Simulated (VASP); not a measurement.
# Hf8HO16 (a cell with a defect) in VASP: a series of runs

Runs on Hf8HO16 (a cell with a defect). Level: PBE. Tasks: single point.

All numbers are computed with VASP 6.6.1; they aren't measurements. Logs are shortened: lines on timing, memory, paths and dates and some standing lists are left out, and cuts for length are marked.

### 1 The cell of the first run

The cell holds a defect, 25 atoms: a = 7.192 Å, b = 7.352 Å, c = 7.330 Å, α = 58.66°, β = 60.82°, γ = 60.52°.

### 2 Single point, PBE

File INCAR:

```
PREC = Accurate
ENCUT = 520
EDIFF = 1E-6
ISMEAR = -1
SIGMA = 0.01
LREAL = False
LASPH = True
NELM = 120
ALGO = Normal
ISIF = 2
LWAVE = False
LCHARG = False
GGA = PE
NBANDS = 106
NELECT = 178.0
GGA_COMPAT = False
```

File KPOINTS:

```
regular mesh
0
Gamma
  1 1 1
```

File POSCAR:

```
Hf8HO16
1.0
    0.0000000000      5.0697034800      5.1017273300
    5.2943205200      0.0000000000      5.1017273300
    5.2943205200      5.0697034800      0.0000000000
Hf O H
8 16 1
Direct
    0.2705351778      0.0024208055      0.0112262715
    0.7464430558      0.5189511102      0.4962688750
    0.3045598402      0.4783559727      0.9645672449
    0.7727515547      1.0023229278      0.4752640393
    0.2446905124      0.0570433712      0.4787902621
    0.7783511261      0.5514028104     -0.0246455070
    0.2626613523      0.5314857547      0.4395714339
    0.7807030801      1.0108813008      0.9535318776
    0.0825285125      0.3225319437     -0.0145109250
    0.5192274389      0.8070165100      0.5647527232
    0.4267287205      0.4538210834      0.6472340904
    0.8933559401      0.9329572666      0.1945396383
    0.1036591043      0.4132807142      0.3301857958
    0.6071476823      0.9168426247      0.8248928756
    0.3596487341      0.6525966616      0.0903517460
    0.8701542813      0.1461379790      0.6004303455
    0.1626942815      0.8902710482      0.3674943204
    0.6723187613      0.3787654408      0.8756642778
    0.4252429939      0.1293587747      0.1073964417
    0.9227813377      0.6238226828      0.6095954632
    0.1423104366      0.0856605867      0.7742516500
    0.6471378998      0.6957368869      0.2137513055
    0.0212887480      0.7260549953      0.8798832866
    0.4890504830      0.2337705855      0.3973230529
    0.8044922678      0.3375609277      0.2827368022
```

Potentials or basis: VASP PAW PBE potentials, release 64 (Hf_pv, O, H).

Run with:

```
cat potpaw_PBE.64/Hf_pv/POTCAR potpaw_PBE.64/O/POTCAR potpaw_PBE.64/H/POTCAR > POTCAR
mpirun -np 1 vasp_gam > vasp.out
```

OUTCAR:

```text
PREC = Accurate
   ENCUT = 520
   EDIFF = 1E-6
   ISMEAR = -1
   LREAL = False
   LASPH = True
   NELM = 120
   ISIF = 2
   GGA = PE
   NELECT = 178.0

 ion  position               nearest neighbor table
   1  0.271  0.002  0.011-   9 2.01  21 2.04  14 2.07  17 2.13  15 2.13  19 2.25  12 2.55   7 3.25
                             3 3.46   8 3.51   6 3.53   4 3.54   5 3.56   8 3.72   5 3.80   6 3.82
   2  0.746  0.519  0.496-  22 2.05  10 2.08  13 2.16  11 2.19  16 2.23  18 2.28  25 2.32  20 2.36
                             3 3.35   8 3.48   5 3.52   4 3.57   7 3.57   6 3.60   7 3.65   8 3.73
   3  0.305  0.478  0.965-  23 2.06  19 2.08  11 2.12  15 2.18  18 2.21  13 2.25   9 2.29   2 3.35
                             5 3.40   1 3.46   8 3.46   6 3.52   7 3.56   6 3.74   7 3.81   5 3.86
   4  0.773  0.002  0.475-  24 2.02  12 2.04  14 2.11  25 2.18  16 2.19  20 2.26  17 2.33  10 2.50
                             6 3.44   7 3.54   1 3.54   8 3.57   2 3.57   5 3.61   5 3.62   8 3.76
   5  0.245  0.057  0.479-  21 2.01  10 2.03  13 2.14  17 2.18  16 2.24  19 2.26  24 2.36   3 3.40
                             7 3.41   8 3.45   2 3.52   1 3.56   4 3.61   4 3.62   1 3.80   2 3.82
   6  0.778  0.551  0.975-  25 2.01   9 2.01  22 2.10  20 2.21  14 2.22  18 2.28  23 2.30  15 2.51
                             8 3.31   4 3.44   3 3.52   1 3.53   2 3.60   7 3.61   3 3.74   2 3.76
   7  0.263  0.531  0.440-  11 2.05  24 2.06  20 2.07  15 2.08  17 2.19  13 2.30   1 3.25   5 3.41
                             4 3.54   3 3.56   2 3.57   6 3.61   2 3.65   6 3.79   4 3.81   3 3.81
   8  0.781  0.011  0.954-  12 2.00  23 2.09  16 2.10  19 2.14  18 2.24  14 2.37  22 2.40  21 2.47
                             6 3.31   5 3.45   3 3.46   2 3.48   1 3.51   4 3.57   1 3.72   2 3.73
   9  0.083  0.323  0.985-   6 2.01   1 2.01   3 2.29
  10  0.519  0.807  0.565-   5 2.03   2 2.08   4 2.50
  11  0.427  0.454  0.647-   7 2.05   3 2.12   2 2.19
  12  0.893  0.933  0.195-   8 2.00   4 2.04   1 2.55
  13  0.104  0.413  0.330-   5 2.14   2 2.16   3 2.25   7 2.30
  14  0.607  0.917  0.825-   1 2.07   4 2.11   6 2.22   8 2.37
  15  0.360  0.653  0.090-   7 2.08   1 2.13   3 2.18   6 2.51
  16  0.870  0.146  0.600-   8 2.10   4 2.19   2 2.23   5 2.24
  17  0.163  0.890  0.367-   1 2.13   5 2.18   7 2.19   4 2.33
  18  0.672  0.379  0.876-   3 2.21   8 2.24   6 2.28   2 2.28
  19  0.425  0.129  0.107-   3 2.08   8 2.14   1 2.25   5 2.26
  20  0.923  0.624  0.610-   7 2.07   6 2.21   4 2.26   2 2.36
  21  0.142  0.086  0.774-   5 2.01   1 2.04   8 2.47
  22  0.647  0.696  0.214-   2 2.05   6 2.10   8 2.40
  23  0.021  0.726  0.880-   3 2.06   8 2.09   6 2.30
  24  0.489  0.234  0.397-   4 2.02   7 2.06   5 2.36
  25  0.804  0.338  0.283-   6 2.01   4 2.18   2 2.32

  LATTYP: Found a face centered orthorhombic cell.
 ALAT       =    10.1394069600
 B/A-ratio  =     1.0063167107
 C/A-ratio  =     1.0443057549

  Lattice vectors:

 A1 = (  -5.2943205200,   0.0000000000,  -5.1017273300)
 A2 = (  -5.2943205200,   5.0697034800,   0.0000000000)
 A3 = (   0.0000000000,   5.0697034800,  -5.1017273300)

Analysis of symmetry for initial positions (statically):
=====================================================================
 Subroutine PRICEL returns:
 Original cell was already a primitive cell.

 Routine SETGRP: Setting up the symmetry group for a
 face centered orthorhombic supercell.

 Subroutine GETGRP returns: Found  1 space group operations
 (whereof  1 operations were pure point group operations)
 out of a pool of  8 trial point group operations.

The static configuration has the point symmetry C_1 .

Analysis of symmetry for dynamics (positions and initial velocities):
=====================================================================
 Subroutine PRICEL returns:
 Original cell was already a primitive cell.

 Routine SETGRP: Setting up the symmetry group for a
 face centered orthorhombic supercell.

 Subroutine GETGRP returns: Found  1 space group operations
 (whereof  1 operations were pure point group operations)
 out of a pool of  8 trial point group operations.

The dynamic configuration has the point symmetry C_1 .

 Subroutine INISYM returns: Found  1 space group operations
 (whereof  1 operations are pure point group operations),
 and found     1 'primitive' translations

----------------------------------------------------------------------------------------

                                     Primitive cell

  volume of cell :     273.8672

  direct lattice vectors                    reciprocal lattice vectors
     0.000000000  5.069703480  5.101727330    -0.094440825  0.098625097  0.098006022
     5.294320520  0.000000000  5.101727330     0.094440825 -0.098625097  0.098006022
     5.294320520  5.069703480  0.000000000     0.094440825  0.098625097 -0.098006022

  length of vectors
     7.192323347  7.352377270  7.330192572     0.168080813  0.168080813  0.168080813

  position of ions in fractional coordinates (direct lattice)
     0.270535178  0.002420806  0.011226272
     0.746443056  0.518951110  0.496268875
     0.304559840  0.478355973  0.964567245
     0.772751555  0.002322928  0.475264039
     0.244690512  0.057043371  0.478790262
     0.778351126  0.551402810  0.975354493
[... 17 lines left out ...]
     0.489050483  0.233770585  0.397323053
     0.804492268  0.337560928  0.282736802

  ion indices of the primitive-cell ions
   primitive index   ion index
                 1           1
                 2           2
                 3           3
                 4           4
                 5           5
                 6           6
[... 17 lines left out ...]
                24          24
                25          25

----------------------------------------------------------------------------------------

 KPOINTS: regular mesh

Automatic generation of k-mesh.
 Grid dimensions read from file:
 generate k-points for:    1    1    1

 Generating k-lattice:

  Cartesian coordinates                     Fractional coordinates (reciprocal lattice)
    -0.094440825  0.098625097  0.098006022     1.000000000 -0.000000000  0.000000000
     0.094440825 -0.098625097  0.098006022    -0.000000000  1.000000000  0.000000000
     0.094440825  0.098625097 -0.098006022     0.000000000  0.000000000  1.000000000

  Length of vectors
     0.168080813  0.168080813  0.168080813

  Shift w.r.t. Gamma in fractional coordinates (k-lattice)
     0.000000000  0.000000000  0.000000000

 Subroutine IBZKPT returns following result:
 ===========================================

 Found      1 irreducible k-points:

 Following reciprocal coordinates:
            Coordinates               Weight
  0.000000  0.000000  0.000000      1.000000
   k-points           NKPTS =      1   k-points in BZ     NKDIM =      1   number of bands    NBANDS=    106
   number of dos      NEDOS =    301   number of ions     NIONS =     25
   total plane-waves  NPLWV = 169344
   dimension x,y,z NGX =    54 NGY =   56 NGZ =   56
   dimension x,y,z NGXF=   108 NGYF=  112 NGZF=  112
   ions per type =               8  16   1
   NGX,Y,Z   is equivalent  to a cutoff of  12.48, 12.66, 12.70 a.u.
   NGXF,Y,Z  is equivalent  to a cutoff of  24.96, 25.32, 25.40 a.u.
 SYSTEM =  unknown system
   PREC   = accura    normal or accurate (medium, high low for compatibility)
   ISTART =      0    job   : 0-new  1-cont  2-samecut
   ICHARG =      2    charge: 1-file 2-atom 10-const
   ISPIN  =      1    spin polarized calculation?
   LNONCOLLINEAR =      F non collinear calculations
   LSORBIT =      F    spin-orbit coupling
   LASPH  =      T    aspherical Exc in radial PAW
   ENCUT  =  520.0 eV  38.22 Ry    6.18 a.u.  13.37 13.67 13.63*2*pi/ulx,y,z
   NELM   =    120;   NELMIN=  2; NELMDL= -5     # of ELM steps
   EDIFF  = 0.1E-05   stopping-criterion for ELM
   LREAL  =      F    real-space projection
   EDIFFG = 0.1E-04   stopping-criterion for IOM
   NSW    =      0    number of steps for IOM
   IBRION =     -1    ionic relax: 0-MD 1-quasi-New 2-CG
   NFREE  =      0    steps in history (QN), initial steepest desc. (CG)
   ISIF   =      2    stress and relaxation
   ISYM   =      2    0-nonsym 1-usesym 2-fastsym
   POTIM  = 0.5000    time-step for ionic-motion
   TEBEG  =    0.0;   TEEND  =   0.0 temperature during run
   PSTRESS=    0.0 pullay stress
   NELECT =     178.0000    total number of electrons
   NUPDOWN=      -1.0000    fix difference up-down
   EMIN   =  10.00;   EMAX   =-10.00  energy-range for DOS
   EFERMI =   0.00;   METHOD = LEGACY
   ISMEAR =    -1;   SIGMA  =   0.01  broadening in eV -4-tet -1-fermi 0-gaus
   EFERMI_NEDOS =   21; number of points for ismear=-14 and -15
   IALGO  =     38    algorithm
   IMIX   =      4    mixing-type and parameters
     AMIX     =   0.40;   BMIX     =  1.00
     AMIX_MAG =   1.60;   BMIX_MAG =  1.00
  volume/ion in A,a.u.               =      10.95        73.93
  Fermi-wavevector in a.u.,A,eV,Ry     =   1.418082  2.679787 27.360743  2.010958
  Thomas-Fermi vector in A             =   2.539245
   LORBIT       =      0    0 simple, 1 ext, 2 COOP (PROOUT), +10 PAW based schemes
   GGA     = PE    functional components
   LHFCALC =     F    Hartree Fock is set to
   AEXX    =    0.0000 exact exchange contribution
   IVDW    =     0    specifies the selected vdW correction
   LEPSILON=     F    determine dielectric tensor
   LRPA    =     F    only Hartree local field effects (RPA)
 non-spin polarized calculation
  energy-cutoff  :      520.00
  volume of cell :      273.87
 maximum number of plane-waves:      3694
 NGX is ok and might be reduce to    54
   NGX = 27   NGY = 27   NGZ = 27

 number of electron     177.9999996 magnetization

 Free energy of the ion-electron system (eV)
  ---------------------------------------------------
  ext. energy  EPLUGINS =         0.00000000
  ---------------------------------------------------
  free energy    TOTEN  =      -238.00063386 eV

  energy without entropy =     -238.00063386  energy(sigma->0) =     -238.00063386

 E-fermi :   4.3201     XC(G=0): -11.7035

 val. band max:        4.0734259024   @ k =   0.0000   0.0000   0.0000
 cond. band min:       7.6395809253   @ k =   0.0000   0.0000   0.0000
 fundamental gap:      3.5661550229
 Fermi energy:         4.3201225159

 k-point     1 :       0.0000    0.0000    0.0000
  band No.  band energies     occupation
      1     -26.4829      2.00000
      2     -26.4277      2.00000
      3     -26.3753      2.00000
      4     -26.3405      2.00000
      5     -26.3236      2.00000
      6     -26.2849      2.00000
[... 93 lines left out ...]
    100       9.0414      0.00000
    101       9.0868      0.00000
 [bands above 101 left out]

------------------------ aborting loop because EDIFF is reached ----------------------------------------

  FORCE on cell =-STRESS in cart. coord.  units (eV):
  Direction    XX          YY          ZZ          XY          YZ          ZX
  --------------------------------------------------------------------------------------
  -------------------------------------------------------------------------------------
  Total        3.5918972      2.1734552     11.5035306     -2.6386754    -10.5729433     -4.3341642
  in kB       21.0133095     12.7151428     67.2979300    -15.4367733    -61.8538102    -25.3557181
  external PRESSURE =      33.6754608 kB  Pullay stress =       0.0000000 kB

 VOLUME and BASIS-vectors are now :
 -----------------------------------------------------------------------------
  energy-cutoff  :      520.00
  volume of cell :      273.87
      direct lattice vectors                 reciprocal lattice vectors
     0.000000000  5.069703480  5.101727330    -0.094440825  0.098625097  0.098006022
     5.294320520  0.000000000  5.101727330     0.094440825 -0.098625097  0.098006022
     5.294320520  5.069703480  0.000000000     0.094440825  0.098625097 -0.098006022

 POSITION                                       TOTAL-FORCE (eV/Angst)
 -----------------------------------------------------------------------------------
      0.07225      1.42845      1.39255         0.067182     -0.009768      0.004421
      5.37490      6.30018      6.45570         0.051280      0.056155     -0.057000
      7.63930      6.43410      3.99422        -0.095340     -0.018259      0.028146
      2.52850      6.32707      3.95422         0.103450     -0.115653      0.065192
      2.83688      3.66783      1.53936         0.125882      0.067120      0.147961
      8.08314      8.89077      6.78404        -0.062498     -0.080705      0.281683
[... 17 lines left out ...]
      3.34121      4.49365      3.68764         0.124906     -0.070501     -0.650200
      3.28405      5.51193      5.82644        -0.329250     -0.212054     -0.825731
 -----------------------------------------------------------------------------------
    total drift:                                0.000258      0.000144      0.000600

  FREE ENERGIE OF THE ION-ELECTRON SYSTEM (eV)
  ---------------------------------------------------
  free  energy   TOTEN  =      -238.0006338624 eV

  energy  without entropy=     -238.0006338624  energy(sigma->0) =     -238.00063386
```

Run time: 1.8 min. Hardware: 1 thread of AMD EPYC 7R43 (Zen 3), shared host; peak memory 0.36 GiB.

What came out:

```yaml
Free_energy: -238.0006 eV
Largest_force: 0.914 eV/Å
```

Forces in eV/Å, atoms in the order of the input:
```
Hf   0.067 -0.010  0.004
Hf   0.051  0.056 -0.057
Hf  -0.095 -0.018  0.028
Hf   0.103 -0.116  0.065
Hf   0.126  0.067  0.148
Hf  -0.062 -0.081  0.282
Hf   0.003 -0.061 -0.119
Hf  -0.078  0.090 -0.036
O    0.070 -0.024  0.164
O   -0.123 -0.005 -0.114
O   -0.048 -0.042  0.067
O    0.180 -0.035  0.237
O    0.019 -0.204 -0.102
O   -0.001 -0.021 -0.030
O    0.102  0.160  0.001
O    0.094  0.132  0.000
O   -0.053  0.103  0.103
O    0.050  0.018  0.010
O   -0.020 -0.084  0.060
O    0.032 -0.069  0.064
O    0.022  0.032  0.075
O   -0.240  0.349  0.493
O    0.006  0.046  0.132
O    0.125 -0.071 -0.650
H   -0.329 -0.212 -0.826
```

Caveat: the k points lie up to 1.06 Å⁻¹ apart; the cell carries a net charge on a neutralising background, which shifts energy and pressure; the cell is charged against a uniform background, so pressure and absolute levels hang on convention; spin-orbit coupling is left out, which moves the levels of the heavy elements.

### 3 Single point, PBE

File INCAR:

```
ALGO     = Normal         # electronic algorithm
EDIFF    = 1E-6           # SCF threshold, eV
ENCUT    = 520            # plane-wave cutoff, eV
GGA      = PE             # functional
GGA_COMPAT= F            
ISIF     = 2              # what is computed and relaxed
ISMEAR   = -1             # smearing method
LASPH    = T              # aspherical terms in the spheres
LCHARG   = T              # write CHGCAR
LELF     = T              # ELF
LREAL    = F              # projectors in reciprocal space
LVHAR    = T            
LWAVE    = F              # write WAVECAR
NBANDS   = 106            # bands
NELECT   = 178.0        
NELM     = 120            # most SCF steps
PREC     = Accurate       # precision mode
SIGMA    = 0.01           # smearing width, eV
```

File KPOINTS:

```
k-points
0
Gamma
  1 1 1
```

File POSCAR:

```
Hf8HO16
1.0
    0.0000000000      5.0697034800      5.1017273300
    5.2943205200      0.0000000000      5.1017273300
    5.2943205200      5.0697034800      0.0000000000
Hf O H
8 16 1
Direct
    0.2577423985      0.0170116033      0.0134168529
    0.7435792158      0.5012105562      0.4867698617
    0.3086112213      0.4864965408      0.9505279029
    0.7798241287      1.0050440955      0.4719121957
    0.2480745670      0.0298073950      0.4911274425
    0.7587878702      0.5615274983     -0.0391824704
    0.2562172580      0.4953768105      0.4481623994
    0.7886839775      1.0126990454      0.9516890117
    0.0575039665      0.3408144595      0.0095321040
    0.4894757763      0.7507810212      0.6069605384
    0.4226239740      0.4124541719      0.6554161957
    0.9164825537      0.9574811809      0.1734709361
    0.1013772282      0.4161698356      0.3189828596
    0.6050543980      0.9128875654      0.8179300089
    0.3813217620      0.6390430406      0.0998836990
    0.8715982062      0.1474060768      0.5906472740
    0.1727223251      0.8680112650      0.3717621819
    0.6736012284      0.3647014203      0.8842395864
    0.4219657835      0.1214576143      0.1032373197
    0.9090184007      0.6307912543      0.6044361890
    0.1439395747      0.1295748469      0.7519696275
    0.7049117581      0.7082613759      0.1853414919
    0.0599186698      0.7629344010      0.8383230159
    0.4838041782      0.1818915323      0.4039526734
    0.7108430638      0.3607492904      0.3009352424
```

Potentials or basis: VASP PAW PBE potentials, release 64 (Hf_pv, O, H).

Run with:

```
cat potpaw_PBE.64/Hf_pv/POTCAR potpaw_PBE.64/O/POTCAR potpaw_PBE.64/H/POTCAR > POTCAR
mpirun -np 1 vasp_gam > vasp.out
```

Run time: 1.9 min. Hardware: 1 thread of AMD EPYC 7R43 (Zen 3), shared host; peak memory 0.36 GiB.

Results (log left out):

```
Free energy   : -238.6671 eV
Largest force : 0.101 eV/Å
```

Forces in eV/Å, atoms in the order of the input:
```
Hf   0.069  0.003  0.007
Hf   0.013 -0.019 -0.020
Hf  -0.069 -0.012 -0.012
Hf  -0.015 -0.002 -0.025
Hf   0.061  0.051  0.034
Hf   0.007 -0.037  0.059
Hf  -0.062 -0.026 -0.012
Hf  -0.034  0.025 -0.004
O   -0.030 -0.033 -0.015
O   -0.058 -0.077 -0.027
O    0.031 -0.063  0.030
O    0.052 -0.050  0.003
O    0.041  0.047  0.002
O   -0.041  0.024 -0.016
O    0.017  0.039 -0.017
O    0.024  0.009 -0.008
O    0.012 -0.041  0.042
O   -0.007 -0.028 -0.029
O   -0.023 -0.056  0.009
O    0.023  0.029  0.024
O   -0.066  0.053 -0.007
O   -0.043  0.055  0.011
O    0.055  0.062  0.000
O    0.046  0.042 -0.032
H   -0.002  0.008  0.004
```

Levels at points of the mesh, in eV from the Fermi level:
| k point | band 86 | band 87 | band 88 | band 89 | band 90 | band 91 | band 92 | band 93 |
| --- | --- | --- | --- | --- | --- | --- | --- | --- |
| (0.00, 0.00, 0.00) | -0.86 | -0.73 | -0.64 | -0.35 | 4.06 | 4.11 | 4.41 | 4.48 |

Caveat: the k points lie up to 1.06 Å⁻¹ apart; the cell carries a net charge on a neutralising background, which shifts energy and pressure; the cell is charged against a uniform background, so pressure and absolute levels hang on convention; spin-orbit coupling is left out, which moves the levels of the heavy elements.

[end of part 1 of 2]
